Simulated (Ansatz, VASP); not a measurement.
**InSe in VASP and in Ansatz**

Contents of INCAR:

```
SYSTEM = InSe
PREC     = Accurate       ! precision mode
ENCUT    = 400            ! plane-wave cutoff, eV
EDIFF    = 1E-6           ! SCF threshold, eV
ISMEAR   = 0              ! smearing method
SIGMA    = 0.02           ! smearing width, eV
LREAL    = .FALSE.        ! projectors in reciprocal space
LASPH    = .TRUE.         ! aspherical terms in the spheres
NELM     = 120            ! most SCF steps
ALGO     = Normal         ! electronic algorithm
ISIF     = 2              ! what is computed and relaxed
LWAVE    = .FALSE.        ! write WAVECAR
LCHARG   = .FALSE.        ! write CHGCAR
LDIPOL   = .TRUE.       
IDIPOL   = 3            
DIPOL    = 0.5 0.5 0.500
GGA      = PE             ! functional
IVDW     = 12             ! dispersion correction
NBANDS   = 27             ! bands
GGA_COMPAT= .FALSE.      
NELMDL   = -8
```

Contents of KPOINTS:

```
Automatic mesh
0
G
  6 6 1
  0 0 0
```

File POSCAR:

```
InSe
1.0
    4.0267050886      0.0000000000      0.0000000000
   -2.0133525443      3.4872289003      0.0000000000
    0.0000000000      0.0000000000     36.7193937229
Se In
2 2
Direct
    0.0000000000      0.0000000000      0.4266543160
    0.0000000000      0.0000000000      0.5733186981
    0.6666666667      0.3333333333      0.4619335473
    0.6666666667      0.3333333333      0.5380395288
```

Input for Ansatz:

```yaml
crystal:
  lattice:
    - [4.0267050886, 0.0, 0.0]
    - [-2.0133525443, 3.4872289003, 0.0]
    - [0.0, 0.0, 36.7193937229]
  atoms:
    - { symbol: Se, position: [0.0, 0.0, 0.426654316] }
    - { symbol: In, position: [0.6666666667, 0.3333333333, 0.4619335473] }
    - { symbol: In, position: [0.6666666667, 0.3333333333, 0.5380395288] }
    - { symbol: Se, position: [0.0, 0.0, 0.5733186981] }
  periodic: [true, true, false]
basis:
  ecutwfc: 420
kpoints:
  mp_grid: { grid: [6, 6, 1] }
  band_path:
    path:
      - [0.0, 0.0, 0.0]
      - [0.5, 0.0, 0.0]
      - [0.3333333333, 0.3333333333, 0.0]
      - [-0.09375, 0.1875, 0.0]
    npoints: 1
hamiltonian:
  xc: pbe
  dispersion: d3bj
scf:
  occupations: { method: gaussian, width: 0.02 }
  n_extra_bands: 6
output:
  forces: true
  stress: true
  eigenvalues: true
```

Alike in both runs: task single point; functional PBE; dispersion D3(BJ); k mesh 6 × 6 × 1; occupations gaussian, width 0.02 eV; no spin polarisation.

```csv
,VASP,Ansatz
version,VASP 6.6.1,Ansatz 0.2.0
potentials or method,"VASP PAW PBE potentials, release 64 (Se, In_d), cutoff 400 eV","scalar-relativistic, plane waves, PAW"
valence electrons in the cell,38,58
```

|  | VASP | Ansatz | Ansatz less VASP |
| --- | --- | --- | --- |
| gap on the k mesh at the Fermi level (eV) | 1.62 | 1.63 | +0.012 |
| least direct gap on the mesh (eV) | 1.69 | 1.70 | +0.010 |
| rms of the force components (eV/Å) | 0.008 | 0.000 | -0.0077 |

VASP's potentials hold 38 valence electrons a cell and Ansatz's 58, so a difference there can come from the potentials and not from the codes. Ansatz's warnings: structure snapped to symmetry.
